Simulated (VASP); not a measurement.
Si: single point with PBE+D3(BJ)

Slab: Si, a slab with vacuum.

```
Si
1.0
     3.84720    0.00000    0.00000
    -1.92360    3.33177    0.00000
     0.00000    0.00000   18.44470
Si
4
Direct
  0.33333 0.66667 0.26958
  0.66667 0.33333 0.24397
  0.00000 0.00000 0.48495
  0.33333 0.66667 0.45934
```

```
Program                : VASP 6.6.1
Task                   : single point
Functional             : PBE
Dispersion             : D3(BJ)
Potentials or basis    : VASP PAW PBE potentials, release 64 (Si)
Cutoff                 : 520 eV
k mesh                 : 9 × 9 × 1
Occupations            : gaussian, width 0.1 eV
Spin                   : no spin polarisation
Dipole correction      : yes
Further INCAR settings : ALGO = Normal; EDIFF = 1e-07; NBANDS = 16
```

```
Largest force              : 0.457 eV/Å
Band gap on the k mesh     : zero (filled and empty bands touch)
Dispersion energy per atom : -0.261 eV
```

Forces on the atoms (eV/Å):
```
Si   0.000  0.000  0.457
Si   0.000  0.000 -0.032
Si   0.000  0.000  0.032
Si   0.000  0.000 -0.457
```

Levels at points of the mesh, in eV from the Fermi level:
```tsv
k point	band 4	band 5	band 6	band 7	band 8	band 9	band 10	band 11	band 12	band 13
(0.00, 0.00, 0.00)	-2.43	-1.21	-1.21	-1.13	-1.13	1.92	2.17	2.27	3.06	3.06
```

Run time: 52 s on 1 thread of Intel(R) Xeon(R) 6975P-C (Granite Rapids), with other jobs on the host, peak memory 0.35 GiB.
